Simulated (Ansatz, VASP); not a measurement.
# One calculation of BaF2, two programs

```
CELL_PARAMETERS angstrom
0.00000 3.09716 3.15911
3.09716 0.00000 3.15911
3.09716 3.09716 0.00000
ATOMIC_POSITIONS crystal
Ba 0.00000 0.00000 0.00000
F 0.25000 0.25000 0.25000
F 0.75000 0.75000 0.75000
```

Change from the starting cell: uniaxial_z strain +2.0%.

Alike in both runs: task single point; functional r2SCAN; k mesh 8 × 8 × 8; no spin polarisation.

```csv
,VASP,Ansatz
version,VASP 6.6.1,Ansatz 0.2.0
potentials or method,"VASP PAW PBE potentials, release 64 (Ba_sv, F)","plane waves, PAW"
plane-wave cutoff (eV),660,500
occupations,"gaussian, width 0.01 eV",fixed
valence electrons in the cell,24,24
```

```csv
,VASP,Ansatz,Ansatz less VASP
gap on the k mesh at the Fermi level (eV),7.25,7.32,+0.069
pressure (GPa),-0.3,-1.2,-0.81
"traceless stress, the component that is largest in VASP (GPa)",-0.65,-0.67,-0.021
```

VASP's potentials were made for PBE, not for r2SCAN.

Spin-orbit coupling is off throughout.
